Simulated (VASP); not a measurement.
# CrO2 (P1) in VASP: single point with PBE

Aim: the single point of CrO2 with PBE.

All numbers are computed with VASP 6.6.1; they aren't measurements. Logs are shortened: lines on timing, memory, paths and dates and some standing lists are left out, and cuts for length are marked.

## (1) The cell of the first run

The typed cell holds 3 atoms: a = 2.848 Å, b = 2.887 Å, c = 5.391 Å, α = 91.47°, β = 88.22°, γ = 120.68°.

## (2) Single point, PBE, collinear spin, ferromagnetic start (atoms moved at random and the cell strained at random)

The input, INCAR:

```
PREC = Accurate ; ENCUT = 520
EDIFF = 1E-7 ; ISMEAR = 0
SIGMA = 0.05 ; LREAL = False
LASPH = True ; NELM = 150
ALGO = Normal ; ISIF = 2
LWAVE = False ; LCHARG = False
ISPIN = 2 ; MAGMOM = 1.92 0 0
LORBIT = 11 ; LMAXMIX = 4
GGA = PE ; NBANDS = 23
KPAR = 4
```

The input, KPOINTS:

```
Automatic mesh
0
Gamma
  14 14 6
```

The input, POSCAR:

```
CrO2
1.0
    2.8475508384     -0.0279761273      0.0445238855
   -1.4480034561      2.4969237317     -0.0371557921
    0.0825646269     -0.0318916722      5.3901524865
Cr O
1 2
Direct
    0.0050670602      0.0002620940      0.0048870048
    0.3320902508      0.6558839500      0.1657738504
    0.6628426890      0.3438539560      0.8293391448
```

Potentials or basis: VASP PAW PBE potentials, release 64 (Cr_pv, O).

Started as:

```
$ cat potpaw_PBE.64/Cr_pv/POTCAR potpaw_PBE.64/O/POTCAR > POTCAR
$ mpirun -np 4 vasp_std > vasp.out
```

OUTCAR:

```text
PREC = Accurate
   ENCUT = 520
   EDIFF = 1E-7
   ISMEAR = 0
   LREAL = False
   LASPH = True
   NELM = 150
   ISIF = 2
   ISPIN = 2
   LORBIT = 11
   GGA = PE

 ion  position               nearest neighbor table
   1  0.005  0.000  0.005-   2 1.84   2 1.85   3 1.85   3 1.88   2 1.91   3 1.98
   2  0.332  0.656  0.166-   1 1.84   1 1.85   1 1.91
   3  0.663  0.344  0.829-   1 1.85   1 1.88   1 1.98

  LATTYP: Found a triclinic cell.
 ALAT       =     2.8480363090
 B/A-ratio  =     0.9964912427
 C/A-ratio  =     1.8928407323
 COS(alpha) =     0.0050020684
 COS(beta)  =     0.0310021953
 COS(gamma) =     0.4845492234

  Lattice vectors:

 A1 = (   2.8475508384,  -0.0279761273,   0.0445238855)
 A2 = (   1.3995473823,   2.4689476044,   0.0073680934)
 A3 = (   0.0825646269,  -0.0318916722,   5.3901524865)

Analysis of symmetry for initial positions (statically):
=====================================================================
 Subroutine PRICEL returns:
 Original cell was already a primitive cell.

 Routine SETGRP: Setting up the symmetry group for a
 triclinic supercell.

 Subroutine GETGRP returns: Found  1 space group operations
 (whereof  1 operations were pure point group operations)
 out of a pool of  2 trial point group operations.

The static configuration has the point symmetry C_1 .

Analysis of symmetry for dynamics (positions and initial velocities):
=====================================================================
 Subroutine PRICEL returns:
 Original cell was already a primitive cell.

 Routine SETGRP: Setting up the symmetry group for a
 triclinic supercell.

 Subroutine GETGRP returns: Found  1 space group operations
 (whereof  1 operations were pure point group operations)
 out of a pool of  2 trial point group operations.

The dynamic configuration has the point symmetry C_1 .

Analysis of structural, dynamic, and magnetic symmetry:
=====================================================================
 Subroutine PRICEL returns:
 Original cell was already a primitive cell.

 Routine SETGRP: Setting up the symmetry group for a
 triclinic supercell.

 Subroutine GETGRP returns: Found  1 space group operations
 (whereof  1 operations were pure point group operations)
 out of a pool of  2 trial point group operations.

The overall configuration has the point symmetry C_1 .

 Subroutine INISYM returns: Found  1 space group operations
 (whereof  1 operations are pure point group operations),
 and found     1 'primitive' translations

----------------------------------------------------------------------------------------

                                     Primitive cell

  volume of cell :      38.0959

  direct lattice vectors                    reciprocal lattice vectors
     2.847550838 -0.027976127  0.044523885     0.353256689  0.204796354 -0.004199363
    -1.448003456  2.496923732 -0.037155792     0.003921048  0.402801254  0.002323175
     0.082564627 -0.031891672  5.390152486    -0.002890952  0.001084955  0.185574210

  length of vectors
     2.848036309  2.886645576  5.390879133     0.408349690  0.402827037  0.185599898

  position of ions in fractional coordinates (direct lattice)
     0.005067060  0.000262094  0.004887005
     0.332090251  0.655883950  0.165773850
     0.662842689  0.343853956  0.829339145

  ion indices of the primitive-cell ions
   primitive index   ion index
                 1           1
                 2           2
                 3           3

----------------------------------------------------------------------------------------

 KPOINTS: Automatic mesh

Automatic generation of k-mesh.
 Grid dimensions read from file:
 generate k-points for:   14   14    6

 Generating k-lattice:

  Cartesian coordinates                     Fractional coordinates (reciprocal lattice)
     0.025232621  0.014628311 -0.000299955     0.071428571  0.000000000  0.000000000
     0.000280075  0.028771518  0.000165941    -0.000000000  0.071428571 -0.000000000
    -0.000481825  0.000180826  0.030929035    -0.000000000  0.000000000  0.166666667

  Length of vectors
     0.029167835  0.028773360  0.030933316

  Shift w.r.t. Gamma in fractional coordinates (k-lattice)
     0.000000000  0.000000000  0.000000000

 Subroutine IBZKPT returns following result:
 ===========================================

 Found    592 irreducible k-points:

 Following reciprocal coordinates:
            Coordinates               Weight
  0.000000  0.000000  0.000000      1.000000
  0.071429  0.000000  0.000000      2.000000
  0.142857  0.000000 -0.000000      2.000000
  0.214286 -0.000000 -0.000000      2.000000
  0.285714  0.000000 -0.000000      2.000000
  0.357143  0.000000  0.000000      2.000000
[... 16 lines left out ...]
  0.000000  0.142857  0.000000      2.000000
  0.071429  0.142857  0.000000      2.000000
 [... further k-points ...]
   k-points           NKPTS =    592   k-points in BZ     NKDIM =    592   number of bands    NBANDS=     23
   number of dos      NEDOS =    301   number of ions     NIONS =      3
   total plane-waves  NPLWV =  23040
   dimension x,y,z NGX =    24 NGY =   24 NGZ =   40
   dimension x,y,z NGXF=    48 NGYF=   48 NGZF=   80
   ions per type =               1   2
   NGX,Y,Z   is equivalent  to a cutoff of  14.01, 13.82, 12.34 a.u.
   NGXF,Y,Z  is equivalent  to a cutoff of  28.02, 27.64, 24.67 a.u.
 SYSTEM =  unknown system
   PREC   = accura    normal or accurate (medium, high low for compatibility)
   ISTART =      0    job   : 0-new  1-cont  2-samecut
   ICHARG =      2    charge: 1-file 2-atom 10-const
   ISPIN  =      2    spin polarized calculation?
   LNONCOLLINEAR =      F non collinear calculations
   LSORBIT =      F    spin-orbit coupling
   LASPH  =      T    aspherical Exc in radial PAW
   ENCUT  =  520.0 eV  38.22 Ry    6.18 a.u.   5.30  5.37 10.02*2*pi/ulx,y,z
   NELM   =    150;   NELMIN=  2; NELMDL= -5     # of ELM steps
   EDIFF  = 0.1E-06   stopping-criterion for ELM
   LREAL  =      F    real-space projection
   EDIFFG = 0.1E-05   stopping-criterion for IOM
   NSW    =      0    number of steps for IOM
   IBRION =     -1    ionic relax: 0-MD 1-quasi-New 2-CG
   NFREE  =      0    steps in history (QN), initial steepest desc. (CG)
   ISIF   =      2    stress and relaxation
   ISYM   =      2    0-nonsym 1-usesym 2-fastsym
   POTIM  = 0.5000    time-step for ionic-motion
   TEBEG  =    0.0;   TEEND  =   0.0 temperature during run
   PSTRESS=    0.0 pullay stress
   NELECT =      24.0000    total number of electrons
   NUPDOWN=      -1.0000    fix difference up-down
   EMIN   =  10.00;   EMAX   =-10.00  energy-range for DOS
   EFERMI =   0.00;   METHOD = LEGACY
   ISMEAR =     0;   SIGMA  =   0.05  broadening in eV -4-tet -1-fermi 0-gaus
   EFERMI_NEDOS =   21; number of points for ismear=-14 and -15
   IALGO  =     38    algorithm
   IMIX   =      4    mixing-type and parameters
     AMIX     =   0.40;   BMIX     =  1.00
     AMIX_MAG =   1.60;   BMIX_MAG =  1.00
  volume/ion in A,a.u.               =      12.70        85.69
  Fermi-wavevector in a.u.,A,eV,Ry     =   1.403415  2.652069 26.797664  1.969573
  Thomas-Fermi vector in A             =   2.526079
   LORBIT       =     11    0 simple, 1 ext, 2 COOP (PROOUT), +10 PAW based schemes
   GGA     = PE    functional components
   LHFCALC =     F    Hartree Fock is set to
   AEXX    =    0.0000 exact exchange contribution
   IVDW    =     0    specifies the selected vdW correction
   LEPSILON=     F    determine dielectric tensor
   LRPA    =     F    only Hartree local field effects (RPA)
 spin polarized calculation
 Gauss-broadening in eV      SIGMA  =   0.05
  energy-cutoff  :      520.00
  volume of cell :       38.10
 maximum number of plane-waves:      1042
 NGX is ok and might be reduce to    24
   NGX = 11   NGY = 11   NGZ = 21

 number of electron      24.0000008 magnetization       1.9999924

 Free energy of the ion-electron system (eV)
  ---------------------------------------------------
  ext. energy  EPLUGINS =         0.00000000
  ---------------------------------------------------
  free energy    TOTEN  =       -24.52208180 eV

  energy without entropy =      -24.51953442  energy(sigma->0) =      -24.52080811

 E-fermi :   2.5160     XC(G=0):  -9.6181

 val. band max:        2.5122135473   @ k =  -0.4286   0.3571   0.3333
 cond. band min:       2.5171350318   @ k =  -0.4286   0.3571   0.5000
 fundamental gap:      0.0049214845
 Fermi energy:         2.5159955756

 spin component 1

 k-point     1 :       0.0000    0.0000    0.0000
  band No.  band energies     occupation
      1     -42.3395      1.00000
      2     -42.2567      1.00000
      3     -42.2216      1.00000
      4     -17.6026      1.00000
      5     -15.1464      1.00000
      6      -3.8958      1.00000
[... 15 lines left out ...]
     22      22.0330      0.00000
     23      22.8254      0.00000

 k-point     2 :       0.0714    0.0000    0.0000
  band No.  band energies     occupation
      1     -42.3368      1.00000
      2     -42.2706      1.00000
      3     -42.2269      1.00000
      4     -17.5269      1.00000
      5     -15.1790      1.00000
      6      -3.8586      1.00000
[... 15 lines left out ...]
     22      21.9233      0.00000
     23      22.3995      0.00000

 k-point     3 :       0.1429    0.0000   -0.0000
  band No.  band energies     occupation
      1     -42.3306      1.00000
      2     -42.3109      1.00000
      3     -42.2388      1.00000
      4     -17.3117      1.00000
      5     -15.2688      1.00000
      6      -3.8700      1.00000
[... 15 lines left out ...]
     22      20.6931      0.00000
     23      22.7391      0.00000
[... 495 lines left out ...]
 k-point    23 :       0.0000    0.1429    0.0000
  band No.  band energies     occupation
      1     -42.3303      1.00000
      2     -42.3100      1.00000
      3     -42.2372      1.00000
      4     -17.3203      1.00000
      5     -15.2666      1.00000
      6      -3.9106      1.00000
[... 15 lines left out ...]
     22      20.5412      0.00000
     23      23.0657      0.00000

 k-point    24 :       0.0714    0.1429    0.0000
  band No.  band energies     occupation
      1     -42.3577      1.00000
      2     -42.3206      1.00000
      3     -42.2419      1.00000
      4     -17.1124      1.00000
      5     -15.3565      1.00000
      6      -3.8733      1.00000
[... 15 lines left out ...]
     22      19.9979      0.00000
     23      22.6284      0.00000

 [... further k-points ...]

 spin component 2

 k-point     1 :       0.0000    0.0000    0.0000
  band No.  band energies     occupation
      1     -40.1885      1.00000
      2     -40.1360      1.00000
      3     -40.0038      1.00000
      4     -17.5833      1.00000
      5     -15.1760      1.00000
      6      -3.4310      1.00000
[... 15 lines left out ...]
     22      22.6650      0.00000
     23      23.4257      0.00000

 k-point     2 :       0.0714    0.0000    0.0000
  band No.  band energies     occupation
      1     -40.2016      1.00000
      2     -40.1359      1.00000
      3     -40.0094      1.00000
      4     -17.5080      1.00000
      5     -15.2076      1.00000
      6      -3.4071      1.00000
[... 15 lines left out ...]
     22      22.5538      0.00000
     23      22.9947      0.00000

 k-point     3 :       0.1429    0.0000   -0.0000
  band No.  band energies     occupation
      1     -40.2432      1.00000
      2     -40.1320      1.00000
      3     -40.0231      1.00000
      4     -17.2938      1.00000
      5     -15.2947      1.00000
      6      -3.4397      1.00000
[... 15 lines left out ...]
     22      21.2789      0.00000
     23      23.3455      0.00000
[... 495 lines left out ...]
 k-point    23 :       0.0000    0.1429    0.0000
  band No.  band energies     occupation
      1     -40.2374      1.00000
      2     -40.1380      1.00000
      3     -40.0200      1.00000
      4     -17.3024      1.00000
      5     -15.2925      1.00000
      6      -3.4743      1.00000
[... 15 lines left out ...]
     22      21.1018      0.00000
     23      23.6856      0.00000

 k-point    24 :       0.0714    0.1429    0.0000
  band No.  band energies     occupation
      1     -40.2909      1.00000
      2     -40.1294      1.00000
      3     -40.0227      1.00000
      4     -17.0960      1.00000
      5     -15.3798      1.00000
      6      -3.4559      1.00000
[... 15 lines left out ...]
     22      20.5068      0.00000
     23      23.0596      0.00000

 [... further k-points ...]

------------------------ aborting loop because EDIFF is reached ----------------------------------------

  FORCE on cell =-STRESS in cart. coord.  units (eV):
  Direction    XX          YY          ZZ          XY          YZ          ZX
  --------------------------------------------------------------------------------------
  -------------------------------------------------------------------------------------
  Total        3.1690361      3.5322370      2.3762730      0.7984945      0.9433549     -1.4049113
  in kB      133.2784927    148.5534444     99.9376695     33.5818667     39.6741851    -59.0856185
  external PRESSURE =     127.2565355 kB  Pullay stress =       0.0000000 kB

 VOLUME and BASIS-vectors are now :
 -----------------------------------------------------------------------------
  energy-cutoff  :      520.00
  volume of cell :       38.10
      direct lattice vectors                 reciprocal lattice vectors
     2.847550838 -0.027976127  0.044523885     0.353256689  0.204796354 -0.004199363
    -1.448003456  2.496923732 -0.037155792     0.003921048  0.402801254  0.002323175
     0.082564627 -0.031891672  5.390152486    -0.002890952  0.001084955  0.185574210

 POSITION                                       TOTAL-FORCE (eV/Angst)
 -----------------------------------------------------------------------------------
      0.01445      0.00036      0.02656        -0.086023     -0.142401     -0.611388
      0.00961      1.62311      0.88396        -0.755008      0.599705      1.679993
      1.45805      0.81358      4.48700         0.841031     -0.457303     -1.068605
 -----------------------------------------------------------------------------------
    total drift:                                0.000109      0.000281      0.001195

  FREE ENERGIE OF THE ION-ELECTRON SYSTEM (eV)
  ---------------------------------------------------
  free  energy   TOTEN  =       -24.5220817966 eV

  energy  without entropy=      -24.5195344239  energy(sigma->0) =      -24.52080811

 total charge

# of ion       s       p       d       tot
------------------------------------------
    1        0.381   6.505   4.158  11.044
    2        1.582   3.477   0.000   5.059
    3        1.582   3.447   0.000   5.029
--------------------------------------------------
tot          3.545  13.429   4.158  21.132

 magnetization (x)

# of ion       s       p       d       tot
------------------------------------------
    1        0.027   0.022   1.986   2.035
    2       -0.001  -0.051   0.000  -0.052
    3        0.000  -0.035   0.000  -0.035
--------------------------------------------------
tot          0.026  -0.064   1.986   1.949
```

Wall time 4.2 min (4 MPI ranks of Intel Xeon Platinum 8488C (Sapphire Rapids), shared host); peak memory 0.75 GiB.

What came out:

```
Free energy                                           : -24.5221 eV
Pressure                                              : 12.7 GPa
Largest force                                         : 1.937 eV/Å
Band gap on the k mesh                                : zero (filled and empty bands overlap)
Net moment                                            : 2.00 μB per cell
Site moments                                          : Cr +2.04; O -0.05, -0.04 μB
Valence electrons inside the program's atomic spheres : Cr 11.04; O 5.06, 5.03
```

Forces in eV/Å, atoms in the order of the input:
```
Cr  -0.086 -0.142 -0.611
O   -0.755  0.600  1.680
O    0.841 -0.457 -1.069
```

Stress tensor (GPa, compression positive):
```
13.33  3.36 -5.91
 3.36 14.86  3.97
-5.91  3.97  9.99
```

Levels at points of the mesh, in eV from the Fermi level:
Spin up:
| k point | band 11 | band 12 | band 13 | band 14 | band 15 | band 16 |
| --- | --- | --- | --- | --- | --- | --- |
| (0.00, 0.00, 0.00) | -1.79 | -1.42 | -1.30 | 0.78 | 3.65 | 4.27 |
| (0.50, 0.00, 0.00) | -2.57 | -0.88 | -0.67 | -0.01 | 3.22 | 3.68 |
| (0.00, 0.50, 0.00) | -2.67 | -0.90 | -0.66 | -0.10 | 3.09 | 3.66 |
| (0.50, 0.50, 0.00) | -2.31 | -0.73 | -0.59 | -0.02 | 2.96 | 4.10 |
| (0.00, 0.00, 0.50) | -1.81 | -1.42 | -1.30 | 0.88 | 3.66 | 4.28 |
| (0.50, 0.00, 0.50) | -2.43 | -0.89 | -0.67 | -0.03 | 3.22 | 3.67 |
| (0.00, 0.50, 0.50) | -2.52 | -0.91 | -0.66 | -0.13 | 3.09 | 3.65 |
| (0.50, 0.50, 0.50) | -2.15 | -0.73 | -0.61 | -0.05 | 2.94 | 4.09 |
Spin down:
```
           k point  band 8  band 9  band 10  band 11  band 12  band 13  band 14  band 15
(0.00, 0.00, 0.00)   -5.73   -2.22    -1.95    -1.80     0.86     0.99     2.66     4.58
(0.50, 0.00, 0.00)   -4.75   -3.61    -3.34    -2.58     1.19     1.78     2.04     4.24
(0.00, 0.50, 0.00)   -4.70   -3.57    -3.25    -2.68     1.15     1.80     1.96     4.10
(0.50, 0.50, 0.00)   -5.07   -3.64    -3.21    -2.34     1.34     1.81     2.11     4.01
(0.00, 0.00, 0.50)   -5.57   -2.64    -1.96    -1.82     0.86     0.99     2.72     4.60
(0.50, 0.00, 0.50)   -4.83   -3.56    -3.33    -2.45     1.18     1.78     2.04     4.24
(0.00, 0.50, 0.50)   -4.71   -3.54    -3.24    -2.54     1.14     1.80     1.95     4.09
(0.50, 0.50, 0.50)   -5.11   -3.60    -3.20    -2.18     1.33     1.81     2.11     3.99
```

Caveat: the cell differs from its parent crystal (atoms moved at random and the cell strained at random); the cell stands under pressure; an empty level that is flat over the whole mesh can mark a ghost state of the potentials, or a narrow d or f band; a cell with one magnetic atom can't hold antiferromagnetic order, which such compounds often take; semilocal functionals often make such compounds metallic where correlation or magnetic order opens a gap, which also shifts bond lengths; forces of over 1 eV/Å act on the atoms, so gaps and moduli don't describe the material at rest.
